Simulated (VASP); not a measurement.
TaN, 6 atoms in the cell. Symmetry: P-62m, No. 189, hexagonal system. The conventional cell has a = 5.196 Å, b = 5.196 Å, c = 2.911 Å, α = 90.00°, β = 90.00°, γ = 120.00°. Ta (site symmetry -6) has 6 N at 2.16 Å and 5 Ta at 2.91 to 3.00 Å within 3.0 Å. Within 2.7 Å of Ta (site symmetry -62m) lie 3 N at 2.04 Å. N (site symmetry m2m) has 5 Ta at 2.04 to 2.16 Å and 6 N at 2.77 to 2.91 Å within 3.0 Å. 

| Property | Result |
| --- | --- |
| Program | VASP 6.6.1 |
| Task | relaxation of cell and atoms |
| Functional | LDA |
| Potentials or basis | VASP PAW LDA potentials, release 64 (Ta_pv, N) |
| Cutoff | 600 eV |
| k mesh | 5 × 5 × 8 |
| Occupations | fermi-dirac, width 0.1 eV |
| Spin | no spin polarisation |
| Target pressure | -2 GPa |
| Dipole correction | no |
| Further INCAR settings | ALGO = Normal; EDIFF = 1e-06; IBRION = 2; EDIFFG = -0.01; NSW = 60; ISIF = 3 |

Potentials or basis: VASP PAW LDA potentials, release 64 (Ta_pv, N).

The run is started by

```console
$ cat potpaw_LDA.64/Ta_pv/POTCAR potpaw_LDA.64/N/POTCAR > POTCAR
$ mpirun -np 1 vasp_std > vasp.out
```

Hardware: 1 thread of Intel(R) Xeon(R) 6975P-C (Granite Rapids) (shared host).

**Question.** How long does it take, and how much memory?

**Answer.** Wall time 97 s on 1 thread of Intel(R) Xeon(R) 6975P-C (Granite Rapids), with other jobs on the host, peak memory 0.2 GiB. Counts: scf iterations 47, k points 25, ion steps 6.
